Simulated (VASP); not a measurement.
# CaY (C2/m) in VASP: notebook

Runs on CaY. Level: LDA. Tasks: single point.

Everything below comes from runs of VASP 6.6.1. Logs are shortened: lines on timing, memory, paths and dates and some standing lists are left out, and cuts for length are marked.

### 1 The cell of the first run

Symmetry: C2/m, No. 12, monoclinic system. The conventional cell has a = 3.953 Å, b = 5.866 Å, c = 6.176 Å, α = 90.00°, β = 90.28°, γ = 90.00°. Within 4.6 Å of Ca (site symmetry 2/m) lie 6 Ca at 3.54 to 3.95 Å and 8 Y at 3.66 to 4.26 Å. Within 4.6 Å of Y (site symmetry 2/m) lie 6 Y at 3.54 to 3.95 Å and 8 Ca at 3.66 to 4.26 Å.

### 2 Single point, LDA, collinear spin, ferromagnetic start

Contents of INCAR:

```
SYSTEM = CaY
PREC = Accurate ; ENCUT = 520
EDIFF = 1E-7 ; ISMEAR = -1
SIGMA = 0.1 ; LREAL = .False.
LASPH = .True. ; NELM = 150
ALGO = Normal ; ISIF = 2
LWAVE = .False. ; LCHARG = .True.
ISPIN = 2 ; MAGMOM = 0 0.2
LORBIT = 11 ; NUPDOWN = 0.2
LMAXMIX = 4 ; GGA = CA
LELF = .True. ; LVHAR = .True.
NBANDS = 22
```

Contents of KPOINTS:

```
regular mesh
0
Gamma
  9 9 5
  0 0 0
```

Contents of POSCAR:

```
CaY
1.0
    1.9766574348     -2.9332380000      0.0000000000
    1.9766574348      2.9332380000      0.0000000000
   -0.0302115573      0.0000000000      6.1761332710
Ca Y
1 1
Direct
    0.0000000000      0.0000000000      0.0000000000
    0.5000000000      0.5000000000      0.5000000000
```

Potentials or basis: VASP PAW LDA potentials, release 64 (Ca_sv, Y_sv).

On the command line:

```sh
$ cat potpaw_LDA.64/Ca_sv/POTCAR potpaw_LDA.64/Y_sv/POTCAR > POTCAR
$ mpirun -np 1 vasp_std > vasp.out
```

OUTCAR:

```text
SYSTEM = CaY
   PREC = Accurate
   ENCUT = 520
   EDIFF = 1E-7
   ISMEAR = -1
   LREAL = .False.
   LASPH = .True.
   NELM = 150
   ISIF = 2
   ISPIN = 2
   LORBIT = 11
   NUPDOWN = 0.2
   GGA = CA

 ion  position               nearest neighbor table
   1  0.000  0.000  0.000-   2 3.66   2 3.66   2 3.67   2 3.67
   2  0.500  0.500  0.500-   1 3.66   1 3.66   1 3.67   1 3.67

  LATTYP: Found a base centered monoclinic cell.
 ALAT       =     3.9533148696
 B/A-ratio  =     1.4839384652
 C/A-ratio  =     1.5622856683
 COS(beta)  =    -0.0048916036

  Lattice vectors:

 A1 = (   1.9766574348,  -2.9332380000,   0.0000000000)
 A2 = (   1.9766574348,   2.9332380000,   0.0000000000)
 A3 = (  -0.0302115573,   0.0000000000,   6.1761332710)

Analysis of symmetry for initial positions (statically):
=====================================================================
 Subroutine PRICEL returns:
 Original cell was already a primitive cell.

 Routine SETGRP: Setting up the symmetry group for a
 base centered monoclinic supercell.

 Subroutine GETGRP returns: Found  4 space group operations
 (whereof  4 operations were pure point group operations)
 out of a pool of  4 trial point group operations.

The static configuration has the point symmetry C_2h.

Analysis of symmetry for dynamics (positions and initial velocities):
=====================================================================
 Subroutine PRICEL returns:
 Original cell was already a primitive cell.

 Routine SETGRP: Setting up the symmetry group for a
 base centered monoclinic supercell.

 Subroutine GETGRP returns: Found  4 space group operations
 (whereof  4 operations were pure point group operations)
 out of a pool of  4 trial point group operations.

The dynamic configuration has the point symmetry C_2h.

Analysis of structural, dynamic, and magnetic symmetry:
=====================================================================
 Subroutine PRICEL returns:
 Original cell was already a primitive cell.

 Routine SETGRP: Setting up the symmetry group for a
 base centered monoclinic supercell.

 Subroutine GETGRP returns: Found  4 space group operations
 (whereof  4 operations were pure point group operations)
 out of a pool of  4 trial point group operations.

The overall configuration has the point symmetry C_2h.

 Subroutine INISYM returns: Found  4 space group operations
 (whereof  4 operations are pure point group operations),
 and found     1 'primitive' translations

----------------------------------------------------------------------------------------

                                     Primitive cell

  volume of cell :      71.6185

  direct lattice vectors                    reciprocal lattice vectors
     1.976657435 -2.933238000  0.000000000     0.252952278 -0.170460085  0.001237357
     1.976657435  2.933238000  0.000000000     0.252952278  0.170460085  0.001237357
    -0.030211557  0.000000000  6.176133271     0.000000000  0.000000000  0.161913605

  length of vectors
     3.537097649  3.537097649  6.176207163     0.305029550  0.305029550  0.161913605

  position of ions in fractional coordinates (direct lattice)
     0.000000000  0.000000000  0.000000000
     0.500000000  0.500000000  0.500000000

  ion indices of the primitive-cell ions
   primitive index   ion index
                 1           1
                 2           2

----------------------------------------------------------------------------------------

 KPOINTS: regular mesh

Automatic generation of k-mesh.
 Grid dimensions read from file:
 generate k-points for:    9    9    5

 Generating k-lattice:

  Cartesian coordinates                     Fractional coordinates (reciprocal lattice)
     0.028105809 -0.018940009  0.000137484     0.111111111  0.000000000  0.000000000
     0.028105809  0.018940009  0.000137484     0.000000000  0.111111111  0.000000000
     0.000000000  0.000000000  0.032382721     0.000000000  0.000000000  0.200000000

  Length of vectors
     0.033892172  0.033892172  0.032382721

  Shift w.r.t. Gamma in fractional coordinates (k-lattice)
     0.000000000  0.000000000  0.000000000

 Subroutine IBZKPT returns following result:
 ===========================================

 Found    115 irreducible k-points:

 Following reciprocal coordinates:
            Coordinates               Weight
  0.000000  0.000000  0.000000      1.000000
  0.111111  0.000000  0.000000      4.000000
  0.222222  0.000000  0.000000      4.000000
  0.333333 -0.000000  0.000000      4.000000
  0.444444  0.000000  0.000000      4.000000
  0.111111  0.111111  0.000000      2.000000
[... 16 lines left out ...]
 -0.333333  0.333333  0.000000      2.000000
  0.444444  0.444444  0.000000      2.000000
 [... further k-points ...]
   k-points           NKPTS =    115   k-points in BZ     NKDIM =    115   number of bands    NBANDS=     22
   number of dos      NEDOS =    301   number of ions     NIONS =      2
   total plane-waves  NPLWV =  37632
   dimension x,y,z NGX =    28 NGY =   28 NGZ =   48
   dimension x,y,z NGXF=    56 NGYF=   56 NGZF=   96
   ions per type =               1   1
   NGX,Y,Z   is equivalent  to a cutoff of  13.16, 13.16, 12.92 a.u.
   NGXF,Y,Z  is equivalent  to a cutoff of  26.32, 26.32, 25.84 a.u.
 SYSTEM =  CaY
   PREC   = accura    normal or accurate (medium, high low for compatibility)
   ISTART =      0    job   : 0-new  1-cont  2-samecut
   ICHARG =      2    charge: 1-file 2-atom 10-const
   ISPIN  =      2    spin polarized calculation?
   LNONCOLLINEAR =      F non collinear calculations
   LSORBIT =      F    spin-orbit coupling
   LASPH  =      T    aspherical Exc in radial PAW
   ENCUT  =  520.0 eV  38.22 Ry    6.18 a.u.   6.58  6.58 11.48*2*pi/ulx,y,z
   NELM   =    150;   NELMIN=  2; NELMDL= -5     # of ELM steps
   EDIFF  = 0.1E-06   stopping-criterion for ELM
   LREAL  =      F    real-space projection
   EDIFFG = 0.1E-05   stopping-criterion for IOM
   NSW    =      0    number of steps for IOM
   IBRION =     -1    ionic relax: 0-MD 1-quasi-New 2-CG
   NFREE  =      0    steps in history (QN), initial steepest desc. (CG)
   ISIF   =      2    stress and relaxation
   ISYM   =      2    0-nonsym 1-usesym 2-fastsym
   POTIM  = 0.5000    time-step for ionic-motion
   TEBEG  =    0.0;   TEEND  =   0.0 temperature during run
   PSTRESS=    0.0 pullay stress
   NELECT =      21.0000    total number of electrons
   NUPDOWN=       0.2000    fix difference up-down
   EMIN   =  10.00;   EMAX   =-10.00  energy-range for DOS
   EFERMI =   0.00;   METHOD = LEGACY
   ISMEAR =    -1;   SIGMA  =   0.10  broadening in eV -4-tet -1-fermi 0-gaus
   EFERMI_NEDOS =   21; number of points for ismear=-14 and -15
   IALGO  =     38    algorithm
   IMIX   =      4    mixing-type and parameters
     AMIX     =   0.40;   BMIX     =  1.00
     AMIX_MAG =   1.60;   BMIX_MAG =  1.00
  volume/ion in A,a.u.               =      35.81       241.65
  Fermi-wavevector in a.u.,A,eV,Ry     =   1.087609  2.055283 16.094242  1.182893
  Thomas-Fermi vector in A             =   2.223772
   LORBIT       =     11    0 simple, 1 ext, 2 COOP (PROOUT), +10 PAW based schemes
   GGA     = CA    functional components
   LHFCALC =     F    Hartree Fock is set to
   AEXX    =    0.0000 exact exchange contribution
   IVDW    =     0    specifies the selected vdW correction
   LEPSILON=     F    determine dielectric tensor
   LRPA    =     F    only Hartree local field effects (RPA)
 spin polarized calculation
  energy-cutoff  :      520.00
  volume of cell :       71.62
 maximum number of plane-waves:      1963
   NGX = 13   NGY = 13   NGZ = 23

 number of electron      21.0000001 magnetization       0.2000000

 Free energy of the ion-electron system (eV)
  ---------------------------------------------------
  ext. energy  EPLUGINS =         0.00000000
  ---------------------------------------------------
  free energy    TOTEN  =        -8.87794856 eV

  energy without entropy =       -8.76124964  energy(sigma->0) =       -8.81959910

 E-fermi :   2.4580     XC(G=0):  -8.9124

 val. band max:        2.5050183952   @ k =  -0.1111  -0.2222   0.2000
 cond. band min:       2.4586019594   @ k =  -0.1111   0.1111   0.0000
 fundamental gap:     -0.0464164359
 Fermi energy:         2.5057965960

 spin component 1

 k-point     1 :       0.0000    0.0000    0.0000
  band No.  band energies     occupation
      1     -40.4186      1.00000
      2     -38.5559      1.00000
      3     -20.5704      1.00000
      4     -20.3295      1.00000
      5     -20.2827      1.00000
      6     -19.8051      1.00000
[... 14 lines left out ...]
     21       8.7380      0.00000
     22      11.0354      0.00000
[... 552 lines left out ...]
  band No.  band energies     occupation
      1     -40.3684      1.00000
      2     -38.5203      1.00000
      3     -20.7047      1.00000
      4     -20.4968      1.00000
      5     -20.4837      1.00000
      6     -20.0029      1.00000
[... 14 lines left out ...]
     21       8.0348      0.00000
     22       8.4015      0.00000

 [... further k-points ...]

 spin component 2

 k-point     1 :       0.0000    0.0000    0.0000
  band No.  band energies     occupation
      1     -40.3861      1.00000
      2     -38.5436      1.00000
      3     -20.5334      1.00000
      4     -20.2906      1.00000
      5     -20.2430      1.00000
      6     -19.7891      1.00000
[... 14 lines left out ...]
     21       8.7783      0.00000
     22      11.1152      0.00000
[... 552 lines left out ...]
  band No.  band energies     occupation
      1     -40.3361      1.00000
      2     -38.5081      1.00000
      3     -20.6627      1.00000
      4     -20.4572      1.00000
      5     -20.4467      1.00000
      6     -19.9903      1.00000
[... 14 lines left out ...]
     21       8.0846      0.00000
     22       8.4581      0.00000

 [... further k-points ...]
[... 5 lines left out ...]
  --------------------------------------------------------------------------------------
  -------------------------------------------------------------------------------------
  Total       -1.1377366     -0.9888155     -1.2590186      0.0000000      0.0000000      0.0378705
  in kB      -25.4522950    -22.1207825    -28.1654930      0.0000000      0.0000000      0.8472012
  external PRESSURE =     -25.2461902 kB  Pullay stress =       0.0000000 kB

 VOLUME and BASIS-vectors are now :
 -----------------------------------------------------------------------------
  energy-cutoff  :      520.00
  volume of cell :       71.62
      direct lattice vectors                 reciprocal lattice vectors
     1.976657435 -2.933238000  0.000000000     0.252952278 -0.170460085  0.001237357
     1.976657435  2.933238000  0.000000000     0.252952278  0.170460085  0.001237357
    -0.030211557  0.000000000  6.176133271     0.000000000  0.000000000  0.161913605

 POSITION                                       TOTAL-FORCE (eV/Angst)
 -----------------------------------------------------------------------------------
      0.00000      0.00000      0.00000         0.000000      0.000000      0.000000
      1.96155      0.00000      3.08807        -0.000000      0.000000      0.000000
 -----------------------------------------------------------------------------------
    total drift:                                0.000000      0.000000      0.000000

  FREE ENERGIE OF THE ION-ELECTRON SYSTEM (eV)
  ---------------------------------------------------
  free  energy   TOTEN  =        -8.8779485552 eV

  energy  without entropy=       -8.7612496437  energy(sigma->0) =       -8.81959910

 total charge

# of ion       s       p       d       f       tot
--------------------------------------------------
    1        2.090   5.825   0.219   0.000   8.135
    2        2.286   6.171   0.884   0.004   9.345
--------------------------------------------------
tot          4.377  11.996   1.103   0.004  17.479

 magnetization (x)

# of ion       s       p       d       f       tot
--------------------------------------------------
    1        0.000   0.003   0.011   0.000   0.014
    2        0.001   0.020   0.063   0.000   0.085
--------------------------------------------------
tot          0.001   0.024   0.074   0.000   0.099
```

Wall time 9.1 min (1 thread of AMD EPYC 9755, shared host); peak memory 0.36 GiB.

What came out:

* Free energy: -8.8779 eV
* Pressure: -2.5 GPa
* Net moment: 0.20 μB per cell
* Site moments: Ca +0.01; Y +0.09 μB
* Valence electrons inside the program's atomic spheres: Ca 8.13; Y 9.35

Stress tensor (GPa, compression positive):
```
-2.55  0.00  0.08
 0.00 -2.21  0.00
 0.08  0.00 -2.82
```

Caveat: the total moment is fixed, so each spin has its own Fermi level.

### 3 Single point, LDA, collinear spin, ferromagnetic start

Contents of INCAR:

```
SYSTEM = CaY
PREC = Accurate ; ENCUT = 520
EDIFF = 1E-6 ; ISMEAR = -1
SIGMA = 0.1 ; LREAL = .FALSE.
LASPH = .TRUE. ; NELM = 150
ALGO = Normal ; ISIF = 2
LWAVE = .FALSE. ; LCHARG = .FALSE.
ISPIN = 2 ; MAGMOM = 0 0.2
LORBIT = 11 ; NUPDOWN = 0.2
LMAXMIX = 4 ; NBANDS = 22
```

Contents of KPOINTS:

```
regular mesh
0
G
  9 9 5
  0 0 0
```

POSCAR is that of step 2.

Potentials or basis: VASP PAW LDA potentials, release 64 (Ca_sv, Y_sv).

On the command line:

```sh
$ cat potpaw_LDA.64/Ca_sv/POTCAR potpaw_LDA.64/Y_sv/POTCAR > POTCAR
$ mpirun -np 1 vasp_std > vasp.out
```

Run time: 6.3 min. Hardware: 1 thread of AMD EPYC 9755, shared host; peak memory 0.36 GiB.

It converged, with:

| Property | Result |
| --- | --- |
| Free energy | -8.8779 eV |
| Pressure | -2.5 GPa |
| Net moment | 0.20 μB per cell |
| Site moments | Ca +0.01; Y +0.09 μB |
| Valence electrons inside the program's atomic spheres | Ca 8.13; Y 9.35 |

Stress tensor (GPa, compression positive):
```
-2.52  0.00  0.08
 0.00 -2.19  0.00
 0.08  0.00 -2.79
```

Caveat: the total moment is fixed, so each spin has its own Fermi level.

### 4 Single point, LDA

Contents of INCAR:

```
PREC = Accurate
ENCUT = 520
EDIFF = 1E-6
ISMEAR = -1
SIGMA = 0.1
LREAL = False
LASPH = True
NELM = 80
ALGO = Normal
ISIF = 2
LWAVE = False
LCHARG = False
NBANDS = 18
```

Contents of KPOINTS:

```
regular mesh
0
Gamma
  9 9 5
```

POSCAR is that of step 3.

On the command line:

```sh
$ cat potpaw_LDA.64/Ca_sv/POTCAR potpaw_LDA.64/Y_sv/POTCAR > POTCAR
$ mpirun -np 1 vasp_std > vasp.out
```

Wall time 2.7 min (1 thread of Oxide Virtual Turin-like, shared host); peak memory 0.27 GiB.

It converged, with:

| Property | Result |
| --- | --- |
| Free energy | -8.8803 eV |
| Pressure | -2.5 GPa |

Stress tensor (GPa, compression positive):
```
-2.55  0.00  0.08
 0.00 -2.23  0.00
 0.08  0.00 -2.81
```

Levels at points of the mesh, in eV from the Fermi level:
```csv
k point,band 6,band 7,band 8,band 9,band 10,band 11,band 12,band 13,band 14,band 15
"(0.00, 0.00, 0.00)",-22.28,-22.26,-22.22,-4.47,-1.67,0.08,0.75,1.69,2.26,2.36
```

### 5 Single point, LDA, collinear spin, zero start

Contents of INCAR:

```
SYSTEM = CaY
PREC     = Accurate       ! precision mode
ENCUT    = 520            ! plane-wave cutoff, eV
EDIFF    = 1E-6           ! SCF threshold, eV
ISMEAR   = -1             ! smearing method
SIGMA    = 0.1            ! smearing width, eV
LREAL    = .FALSE.        ! projectors in reciprocal space
LASPH    = .TRUE.         ! aspherical terms in the spheres
NELM     = 150            ! most SCF steps
ALGO     = Normal         ! electronic algorithm
ISIF     = 2              ! what is computed and relaxed
LWAVE    = .FALSE.        ! write WAVECAR
LCHARG   = .FALSE.        ! write CHGCAR
ISPIN    = 2              ! spin polarisation
MAGMOM   = 0 0            ! initial moments
LORBIT   = 11             ! projections on sites
NUPDOWN  = 0.0            ! fixed moment
LMAXMIX  = 4              ! l up to which the mixer works
NBANDS   = 22             ! bands
```

Contents of KPOINTS:

```
Automatic mesh
0
G
  9 9 5
  0 0 0
```

POSCAR is that of step 4.

On the command line:

```sh
$ cat potpaw_LDA.64/Ca_sv/POTCAR potpaw_LDA.64/Y_sv/POTCAR > POTCAR
$ mpirun -np 1 vasp_std > vasp.out
```

Run time: 7.1 min. Hardware: 1 thread of Oxide Virtual Turin-like, shared host; peak memory 0.37 GiB.

Results (log left out):

```
Free energy                                           : -8.8803 eV
Pressure                                              : -2.5 GPa
Net moment                                            : 0.00 μB per cell
Valence electrons inside the program's atomic spheres : Ca 8.13; Y 9.34
```

Stress tensor (GPa, compression positive):
```
-2.56  0.00  0.08
 0.00 -2.24  0.00
 0.08  0.00 -2.82
```

Caveat: the total moment is fixed, so each spin has its own Fermi level.

### 6 Single point, LDA, collinear spin, zero start

Contents of INCAR:

```
ALGO = Normal ; EDIFF = 1E-6
ENCUT = 520 ; GGA = CA
ISIF = 2 ; ISMEAR = -1
ISPIN = 2 ; LASPH = True
LCHARG = False ; LMAXMIX = 4
LORBIT = 11 ; LREAL = False
LWAVE = False ; MAGMOM = 0 0
NBANDS = 22 ; NELM = 150
NUPDOWN = 0.0 ; PREC = Accurate
SIGMA = 0.1
```

Contents of KPOINTS:

```
k-points
0
Gamma
  9 9 5
```

POSCAR is that of step 5.

Potentials or basis: VASP PAW LDA potentials, release 64 (Ca_sv, Y_sv).

On the command line:

```sh
$ cat potpaw_LDA.64/Ca_sv/POTCAR potpaw_LDA.64/Y_sv/POTCAR > POTCAR
$ mpirun -np 1 vasp_std > vasp.out
```

Run time: 6.6 min. Hardware: 1 thread of Oxide Virtual Turin-like, shared host; peak memory 0.37 GiB.

The run converged. Its results:

- Free energy: -8.8803 eV
- Pressure: -2.5 GPa
- Net moment: 0.00 μB per cell
- Valence electrons inside the program's atomic spheres: Ca 8.13; Y 9.34

Stress tensor (GPa, compression positive):
```
-2.56  0.00  0.08
 0.00 -2.24  0.00
 0.08  0.00 -2.82
```

Caveat: the total moment is fixed, so each spin has its own Fermi level.

### 7 The runs side by side

| spin | fixed moment (μB) | pressure (GPa) | moment (μB) |
| --- | --- | --- | --- |
| collinear, ferromagnetic start | 0.2 | -2.5 | 0.20 |
| off | - | -2.5 | - |
| collinear, zero start | 0.0 | -2.5 | 0.00 |

Alike in all rows: task single point; level LDA; potentials or basis VASP PAW LDA potentials, release 64 (Ca_sv, Y_sv); cell as given; k mesh 9 × 9 × 5; cutoff (eV) 520; smearing fermi-dirac 0.1 eV.

Caveats: the total moment is fixed, so each spin has its own Fermi level (some runs).

Total energies depend on the potentials used, so only differences within one code and one set of settings carry meaning.
